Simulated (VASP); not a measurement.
# Cd (Im-3m) in VASP: a series of runs

The runs below take Cd through single point, relaxation of cell and atoms, with PBE.

Program: VASP 6.6.1. These are calculated values, not measurements. Logs are shortened: lines on timing, memory, paths and dates and some standing lists are left out, and cuts for length are marked.

### 1 The cell of the first run

It takes space group Im-3m (No. 229, cubic). Conventional cell: a = 3.602 Å, b = 3.602 Å, c = 3.602 Å, α = 90.00°, β = 90.00°, γ = 90.00°. Within 4.1 Å of Cd (site symmetry m-3m) lie 14 Cd at 3.12 to 3.60 Å.

### 2 Single point, PBE

The input, INCAR:

```
PREC = Accurate
ENCUT = 520
EDIFF = 1E-7
ISMEAR = 0
SIGMA = 0.1
LREAL = F
LASPH = T
NELM = 100
ALGO = Normal
ISIF = 2
LWAVE = F
LCHARG = T
GGA = PE
LELF = T
LVHAR = T
NBANDS = 12
```

The input, KPOINTS:

```
Automatic mesh
0
Gamma
  22 22 22
```

The input, POSCAR:

```
Cd
1.0
   -1.8007789163      1.8007789163      1.8007789163
    1.8007789163     -1.8007789163      1.8007789163
    1.8007789163      1.8007789163     -1.8007789163
Cd
1
Direct
    0.0000000000      0.0000000000      0.0000000000
```

Potentials or basis: VASP PAW PBE potentials, release 64 (Cd).

Command:

```sh
cat potpaw_PBE.64/Cd/POTCAR > POTCAR
mpirun -np 1 vasp_std > vasp.out
```

OUTCAR:

```text
PREC = Accurate
   ENCUT = 520
   EDIFF = 1E-7
   ISMEAR = 0
   LREAL = F
   LASPH = T
   NELM = 100
   ISIF = 2
   GGA = PE

 ion  position               nearest neighbor table
   1  0.000  0.000  0.000-

  LATTYP: Found a body centered cubic cell.
 ALAT       =     3.6015578326

  Lattice vectors:

 A1 = (  -1.8007789163,   1.8007789163,   1.8007789163)
 A2 = (   1.8007789163,  -1.8007789163,   1.8007789163)
 A3 = (   1.8007789163,   1.8007789163,  -1.8007789163)

Analysis of symmetry for initial positions (statically):
=====================================================================
 Subroutine PRICEL returns:
 Original cell was already a primitive cell.

 Routine SETGRP: Setting up the symmetry group for a
 body centered cubic supercell.

 Subroutine GETGRP returns: Found 48 space group operations
 (whereof 48 operations were pure point group operations)
 out of a pool of 48 trial point group operations.

The static configuration has the point symmetry O_h .

Analysis of symmetry for dynamics (positions and initial velocities):
=====================================================================
 Subroutine PRICEL returns:
 Original cell was already a primitive cell.

 Routine SETGRP: Setting up the symmetry group for a
 body centered cubic supercell.

 Subroutine GETGRP returns: Found 48 space group operations
 (whereof 48 operations were pure point group operations)
 out of a pool of 48 trial point group operations.

The dynamic configuration has the point symmetry O_h .

 Subroutine INISYM returns: Found 48 space group operations
 (whereof 48 operations are pure point group operations),
 and found     1 'primitive' translations

----------------------------------------------------------------------------------------

                                     Primitive cell

  volume of cell :      23.3583

  direct lattice vectors                    reciprocal lattice vectors
    -1.800778916  1.800778916  1.800778916     0.000000000  0.277657627  0.277657627
     1.800778916 -1.800778916  1.800778916     0.277657627  0.000000000  0.277657627
     1.800778916  1.800778916 -1.800778916     0.277657627  0.277657627  0.000000000

  length of vectors
     3.119040576  3.119040576  3.119040576     0.392667181  0.392667181  0.392667181

  position of ions in fractional coordinates (direct lattice)
[... 82 lines left out ...]
   NFREE  =      0    steps in history (QN), initial steepest desc. (CG)
   ISIF   =      2    stress and relaxation
   ISYM   =      2    0-nonsym 1-usesym 2-fastsym
   POTIM  = 0.5000    time-step for ionic-motion
   TEBEG  =    0.0;   TEEND  =   0.0 temperature during run
   PSTRESS=    0.0 pullay stress
   NELECT =      12.0000    total number of electrons
   NUPDOWN=      -1.0000    fix difference up-down
   EMIN   =  10.00;   EMAX   =-10.00  energy-range for DOS
   EFERMI =   0.00;   METHOD = LEGACY
   ISMEAR =     0;   SIGMA  =   0.10  broadening in eV -4-tet -1-fermi 0-gaus
   EFERMI_NEDOS =   21; number of points for ismear=-14 and -15
   IALGO  =     38    algorithm
   IMIX   =      4    mixing-type and parameters
     AMIX     =   0.40;   BMIX     =  1.00
     AMIX_MAG =   1.60;   BMIX_MAG =  1.00
  volume/ion in A,a.u.               =      23.36       157.63
  Fermi-wavevector in a.u.,A,eV,Ry     =   1.311157  2.477728 23.390237  1.719134
  Thomas-Fermi vector in A             =   2.441638
   LORBIT       =      0    0 simple, 1 ext, 2 COOP (PROOUT), +10 PAW based schemes
   GGA     = PE    functional components
   LHFCALC =     F    Hartree Fock is set to
   AEXX    =    0.0000 exact exchange contribution
   IVDW    =     0    specifies the selected vdW correction
   LEPSILON=     F    determine dielectric tensor
   LRPA    =     F    only Hartree local field effects (RPA)
 non-spin polarized calculation
 Gauss-broadening in eV      SIGMA  =   0.10
  energy-cutoff  :      520.00
  volume of cell :       23.36
 maximum number of plane-waves:       646
   NGX = 11   NGY = 11   NGZ = 11

 number of electron      12.0000007 magnetization

 Free energy of the ion-electron system (eV)
  ---------------------------------------------------
  ext. energy  EPLUGINS =         0.00000000
  ---------------------------------------------------
  free energy    TOTEN  =        -0.69155653 eV

  energy without entropy =       -0.68949663  energy(sigma->0) =       -0.69052658

 E-fermi :   2.4150     XC(G=0): -10.6330

 val. band max:        2.4123882265   @ k =   0.4091   0.0455   0.0455
 cond. band min:       2.4446759323   @ k =  -0.4091   0.5000   0.2727
 fundamental gap:      0.0322877059
 Fermi energy:         2.4150211654

 k-point     1 :       0.0000    0.0000    0.0000
  band No.  band energies     occupation
      1      -6.6703      2.00000
      2      -6.6703      2.00000
      3      -6.6703      2.00000
      4      -6.1035      2.00000
      5      -6.1035      2.00000
      6      -5.9266      2.00000
      7      17.6426      0.00000
      8      17.6426      0.00000
      9      17.6426      0.00000
     10      17.8955      0.00000
     11      17.8955      0.00000
     12      17.8955      0.00000
[... 331 lines left out ...]
 k-point    24 :       0.1364    0.0909   -0.0000
  band No.  band energies     occupation
      1      -6.7502      2.00000
      2      -6.6825      2.00000
      3      -6.4119      2.00000
      4      -6.1861      2.00000
      5      -6.1074      2.00000
      6      -4.8346      2.00000
      7      11.7456      0.00000
      8      12.8478      0.00000
      9      14.6293      0.00000
     10      17.2104      0.00000
     11      18.1502      0.00000
     12      18.7509      0.00000

 [... further k-points ...]

------------------------ aborting loop because EDIFF is reached ----------------------------------------

  FORCE on cell =-STRESS in cart. coord.  units (eV):
  Direction    XX          YY          ZZ          XY          YZ          ZX
  --------------------------------------------------------------------------------------
  -------------------------------------------------------------------------------------
  Total        0.0323437      0.0323437      0.0323437     -0.0000000      0.0000000     -0.0000000
  in kB        2.2184986      2.2184986      2.2184986     -0.0000000      0.0000000     -0.0000000
  external PRESSURE =       2.2184986 kB  Pullay stress =       0.0000000 kB

 VOLUME and BASIS-vectors are now :
 -----------------------------------------------------------------------------
  energy-cutoff  :      520.00
  volume of cell :       23.36
      direct lattice vectors                 reciprocal lattice vectors
    -1.800778916  1.800778916  1.800778916     0.000000000  0.277657627  0.277657627
     1.800778916 -1.800778916  1.800778916     0.277657627  0.000000000  0.277657627
     1.800778916  1.800778916 -1.800778916     0.277657627  0.277657627  0.000000000

 POSITION                                       TOTAL-FORCE (eV/Angst)
 -----------------------------------------------------------------------------------
      0.00000      0.00000      0.00000         0.000000      0.000000      0.000000
 -----------------------------------------------------------------------------------
    total drift:                                0.000000      0.000000     -0.000000

  FREE ENERGIE OF THE ION-ELECTRON SYSTEM (eV)
  ---------------------------------------------------
  free  energy   TOTEN  =        -0.6915565270 eV

  energy  without entropy=       -0.6894966258  energy(sigma->0) =       -0.69052658
```

OSZICAR:

```text
N       E                     dE             d eps       ncg     rms          rms(c)
DAV:   1     0.695191492932E+02    0.69519E+02   -0.68891E+03  8392   0.981E+02
DAV:   2     0.554605386869E+00   -0.68965E+02   -0.65921E+02  8576   0.234E+02
DAV:   3    -0.726990468414E+00   -0.12816E+01   -0.12810E+01  9260   0.357E+01
DAV:   4    -0.728553722950E+00   -0.15633E-02   -0.15632E-02  8620   0.124E+00
DAV:   5    -0.728557460448E+00   -0.37375E-05   -0.37377E-05  9104   0.604E-02    0.265E+00
DAV:   6    -0.692703306249E+00    0.35854E-01   -0.99146E-02  8956   0.388E+00    0.218E+00
DAV:   7    -0.691245463116E+00    0.14578E-02   -0.93279E-03  8740   0.981E-01    0.108E+00
DAV:   8    -0.691517383686E+00   -0.27192E-03   -0.13144E-03  8156   0.487E-01    0.582E-02
DAV:   9    -0.691551723644E+00   -0.34340E-04   -0.15031E-05  9164   0.387E-02    0.972E-03
DAV:  10    -0.691556693638E+00   -0.49700E-05   -0.42214E-06  8116   0.214E-02    0.136E-03
DAV:  11    -0.691556587867E+00    0.10577E-06   -0.16966E-08  5972   0.139E-03    0.958E-04
DAV:  12    -0.691556527036E+00    0.60832E-07   -0.53461E-09  4196   0.902E-04
   1 F= -.69155653E+00 E0= -.69052658E+00  d E =-.205990E-02
```

Wall time 43 s (1 thread of Intel Xeon Platinum 8259CL at 2.50GHz (Skylake/Cascade Lake), shared host); peak memory 0.2 GiB.

What came out:

```
Free energy            : -0.6916 eV
Pressure               : 0.2 GPa
Band gap on the k mesh : zero (band 6 reaches 5.81 eV, above the bottom of band 7 at 1.41 eV)
```

### 3 Relaxation of cell and atoms, PBE

This run uses another cell than the first one, of 22.72 Å³/atom, 0.973 times its volume.

The input, INCAR:

```
ALGO = Normal
EDIFF = 1E-7
EDIFFG = -0.01
ENCUT = 600
GGA = PE
IBRION = 2
ISIF = 3
ISMEAR = 0
LASPH = T
LCHARG = F
LREAL = F
LWAVE = F
NELM = 100
NSW = 100
PREC = Accurate
SIGMA = 0.1
```

The input, KPOINTS:

```
k-points
0
Gamma
  22 22 22
```

The input, POSCAR:

```
Cd
1.0
   -1.7843220000      1.7843220000      1.7843220000
    1.7843220000     -1.7843220000      1.7843220000
    1.7843220000      1.7843220000     -1.7843220000
Cd
1
Direct
    0.0000000000      0.0000000000      0.0000000000
```

Potentials or basis: VASP PAW PBE potentials, release 64 (Cd).

Command:

```sh
cat potpaw_PBE.64/Cd/POTCAR > POTCAR
mpirun -np 1 vasp_std > vasp.out
```

OUTCAR:

```text
EDIFF = 1E-7
   EDIFFG = -0.01
   ENCUT = 600
   GGA = PE
   IBRION = 2
   ISIF = 3
   ISMEAR = 0
   LASPH = T
   LREAL = F
   NELM = 100
   NSW = 100
   PREC = Accurate

 ion  position               nearest neighbor table
   1  0.000  0.000  0.000-

  LATTYP: Found a body centered cubic cell.
 ALAT       =     3.5686440000

  Lattice vectors:

 A1 = (  -1.7843220000,   1.7843220000,   1.7843220000)
 A2 = (   1.7843220000,  -1.7843220000,   1.7843220000)
 A3 = (   1.7843220000,   1.7843220000,  -1.7843220000)

Analysis of symmetry for initial positions (statically):
=====================================================================
 Subroutine PRICEL returns:
 Original cell was already a primitive cell.

 Routine SETGRP: Setting up the symmetry group for a
 body centered cubic supercell.

 Subroutine GETGRP returns: Found 48 space group operations
 (whereof 48 operations were pure point group operations)
 out of a pool of 48 trial point group operations.

The static configuration has the point symmetry O_h .

Analysis of symmetry for dynamics (positions and initial velocities):
=====================================================================
 Subroutine PRICEL returns:
 Original cell was already a primitive cell.

 Routine SETGRP: Setting up the symmetry group for a
 body centered cubic supercell.

 Subroutine GETGRP returns: Found 48 space group operations
 (whereof 48 operations were pure point group operations)
 out of a pool of 48 trial point group operations.

The dynamic configuration has the point symmetry O_h .

 Subroutine INISYM returns: Found 48 space group operations
 (whereof 48 operations are pure point group operations),
 and found     1 'primitive' translations

----------------------------------------------------------------------------------------

                                     Primitive cell

  volume of cell :      22.7237

  direct lattice vectors                    reciprocal lattice vectors
    -1.784322000  1.784322000  1.784322000     0.000000000  0.280218481  0.280218481
     1.784322000 -1.784322000  1.784322000     0.280218481  0.000000000  0.280218481
     1.784322000  1.784322000 -1.784322000     0.280218481  0.280218481  0.000000000

  length of vectors
     3.090536361  3.090536361  3.090536361     0.396288776  0.396288776  0.396288776

  position of ions in fractional coordinates (direct lattice)
     0.000000000  0.000000000  0.000000000

  ion indices of the primitive-cell ions
   primitive index   ion index
                 1           1

----------------------------------------------------------------------------------------

 KPOINTS: k-points

Automatic generation of k-mesh.
 Grid dimensions read from file:
 generate k-points for:   22   22   22

 Generating k-lattice:

  Cartesian coordinates                     Fractional coordinates (reciprocal lattice)
     0.000000000  0.012737204  0.012737204     0.045454545  0.000000000  0.000000000
[... 46 lines left out ...]
   ions per type =               1
   NGX,Y,Z   is equivalent  to a cutoff of  15.06, 15.06, 15.06 a.u.
   NGXF,Y,Z  is equivalent  to a cutoff of  30.12, 30.12, 30.12 a.u.
 SYSTEM =  unknown system
   PREC   = accura    normal or accurate (medium, high low for compatibility)
   ISTART =      0    job   : 0-new  1-cont  2-samecut
   ICHARG =      2    charge: 1-file 2-atom 10-const
   ISPIN  =      1    spin polarized calculation?
   LNONCOLLINEAR =      F non collinear calculations
   LSORBIT =      F    spin-orbit coupling
   LASPH  =      T    aspherical Exc in radial PAW
   ENCUT  =  600.0 eV  44.10 Ry    6.64 a.u.   6.17  6.17  6.17*2*pi/ulx,y,z
   NELM   =    100;   NELMIN=  2; NELMDL= -5     # of ELM steps
   EDIFF  = 0.1E-06   stopping-criterion for ELM
   LREAL  =      F    real-space projection
   EDIFFG = -.1E-01   stopping-criterion for IOM
   NSW    =    100    number of steps for IOM
   IBRION =      2    ionic relax: 0-MD 1-quasi-New 2-CG
   NFREE  =      1    steps in history (QN), initial steepest desc. (CG)
   ISIF   =      3    stress and relaxation
   ISYM   =      2    0-nonsym 1-usesym 2-fastsym
   POTIM  = 0.5000    time-step for ionic-motion
   TEBEG  =    0.0;   TEEND  =   0.0 temperature during run
   PSTRESS=    0.0 pullay stress
   NELECT =      12.0000    total number of electrons
   NUPDOWN=      -1.0000    fix difference up-down
   EMIN   =  10.00;   EMAX   =-10.00  energy-range for DOS
   EFERMI =   0.00;   METHOD = LEGACY
   ISMEAR =     0;   SIGMA  =   0.10  broadening in eV -4-tet -1-fermi 0-gaus
   EFERMI_NEDOS =   21; number of points for ismear=-14 and -15
   IALGO  =     38    algorithm
   IMIX   =      4    mixing-type and parameters
     AMIX     =   0.40;   BMIX     =  1.00
     AMIX_MAG =   1.60;   BMIX_MAG =  1.00
  volume/ion in A,a.u.               =      22.72       153.35
  Fermi-wavevector in a.u.,A,eV,Ry     =   1.323250  2.500581 23.823686  1.750992
  Thomas-Fermi vector in A             =   2.452872
   LORBIT       =      0    0 simple, 1 ext, 2 COOP (PROOUT), +10 PAW based schemes
   GGA     = PE    functional components
   LHFCALC =     F    Hartree Fock is set to
   AEXX    =    0.0000 exact exchange contribution
   IVDW    =     0    specifies the selected vdW correction
   LEPSILON=     F    determine dielectric tensor
   LRPA    =     F    only Hartree local field effects (RPA)
 conjugate gradient relaxation of ions
 non-spin polarized calculation
 Gauss-broadening in eV      SIGMA  =   0.10
  energy-cutoff  :      600.00
  volume of cell :       22.72
 maximum number of plane-waves:       772
 NGX is ok and might be reduce to    28
   NGX = 13   NGY = 13   NGZ = 13

--------------------------------------- Ionic step        1  -------------------------------------------

 number of electron      11.9999997 magnetization

 Free energy of the ion-electron system (eV)
  ---------------------------------------------------
  ext. energy  EPLUGINS =         0.00000000
  ---------------------------------------------------
  free energy    TOTEN  =        -0.68808613 eV

  energy without entropy =       -0.68602953  energy(sigma->0) =       -0.68705783

------------------------ aborting loop because EDIFF is reached ----------------------------------------

  FORCE on cell =-STRESS in cart. coord.  units (eV):
  Direction    XX          YY          ZZ          XY          YZ          ZX
  --------------------------------------------------------------------------------------
  -------------------------------------------------------------------------------------
  Total        0.1779267      0.1779267      0.1779267     -0.0000000      0.0000000     -0.0000000
  in kB       12.5450400     12.5450400     12.5450400     -0.0000000      0.0000000     -0.0000000
  external PRESSURE =      12.5450400 kB  Pullay stress =       0.0000000 kB
[... 57 lines left out ...]
--------------------------------------- Ionic step        3  -------------------------------------------

 number of electron      12.0000000 magnetization

 Free energy of the ion-electron system (eV)
  ---------------------------------------------------
  ext. energy  EPLUGINS =         0.00000000
  ---------------------------------------------------
  free energy    TOTEN  =        -0.69078466 eV

  energy without entropy =       -0.68872373  energy(sigma->0) =       -0.68975420

 E-fermi :   2.3890     XC(G=0): -10.6149

 val. band max:        2.3858270936   @ k =   0.3636   0.1818   0.0455
 cond. band min:       2.4201394855   @ k =  -0.4091   0.5000   0.2727
 fundamental gap:      0.0343123919
 Fermi energy:         2.3890100915

 k-point     1 :       0.0000    0.0000    0.0000
  band No.  band energies     occupation
      1      -6.6856      2.00000
      2      -6.6856      2.00000
      3      -6.6856      2.00000
      4      -6.1229      2.00000
      5      -6.1229      2.00000
      6      -5.9258      2.00000
      7      17.6023      0.00000
      8      17.6023      0.00000
      9      17.6023      0.00000
     10      17.8238      0.00000
[... 287 lines left out ...]
 k-point    24 :       0.1364    0.0909   -0.0000
  band No.  band energies     occupation
      1      -6.7647      2.00000
      2      -6.6974      2.00000
      3      -6.4284      2.00000
      4      -6.2048      2.00000
      5      -6.1266      2.00000
      6      -4.8380      2.00000
      7      11.6978      0.00000
      8      12.8006      0.00000
      9      14.5774      0.00000
     10      17.1609      0.00000

 [... further k-points ...]

------------------------ aborting loop because EDIFF is reached ----------------------------------------

  FORCE on cell =-STRESS in cart. coord.  units (eV):
  Direction    XX          YY          ZZ          XY          YZ          ZX
  --------------------------------------------------------------------------------------
  -------------------------------------------------------------------------------------
  Total        0.0005374      0.0005374      0.0005374      0.0000000     -0.0000000      0.0000000
  in kB        0.0367332      0.0367332      0.0367332      0.0000000     -0.0000000      0.0000000
  external PRESSURE =       0.0367332 kB  Pullay stress =       0.0000000 kB
[... 16 lines left out ...]
  FREE ENERGIE OF THE ION-ELECTRON SYSTEM (eV)
  ---------------------------------------------------
  free  energy   TOTEN  =        -0.6907846621 eV

  energy  without entropy=       -0.6887237309  energy(sigma->0) =       -0.68975420

 reached required accuracy - stopping structural energy minimisation
```

Wall time 2.9 min (1 thread of Intel Xeon Platinum 8259CL at 2.50GHz (Skylake/Cascade Lake), shared host); peak memory 0.24 GiB.

What came out:

* Free energy: -0.6908 eV
* Relaxed volume: 23.44 Å³/atom
* Relaxed cell: a = 3.123 Å, b = 3.123 Å, c = 3.123 Å, α = 109.47°, β = 109.47°, γ = 109.47°
* Space group after relaxing (to 0.05 Å): Im-3m (No. 229)
* Energy gained by relaxing: 2.7 meV/atom
* Ionic steps: 3
* Pressure after relaxing: 0.0 GPa
* Band gap on the k mesh: zero (band 6 reaches 5.78 eV, above the bottom of band 7 at 1.38 eV)

The path:
```tsv
step	energy change (eV)	largest force (eV/Å)	pressure (GPa)	volume (Å³)
1	0.0000	0.0000	1.25	22.72
2	-0.0026	0.0000	0.20	23.31
3	-0.0027	0.0000	0.00	23.44
```

Final structure:
```
Cd
1.0
    -1.80288    1.80288    1.80288
     1.80288   -1.80288    1.80288
     1.80288    1.80288   -1.80288
Cd
1
Cartesian
  0.0000 0.0000 0.0000
```

Levels at points of the mesh, in eV from the Fermi level:
| k point | band 4 | band 5 | band 6 | band 7 | band 8 | band 9 |
| --- | --- | --- | --- | --- | --- | --- |
| (0.00, 0.00, 0.00) | -8.51 | -8.51 | -8.31 | 15.21 | 15.21 | 15.21 |
| (0.50, 0.00, 0.00) | -8.49 | -8.13 | -1.86 | -1.01 | 8.99 | 9.78 |
| (0.50, 0.50, 0.50) | -8.23 | -8.23 | 3.39 | 3.39 | 3.39 | 5.20 |
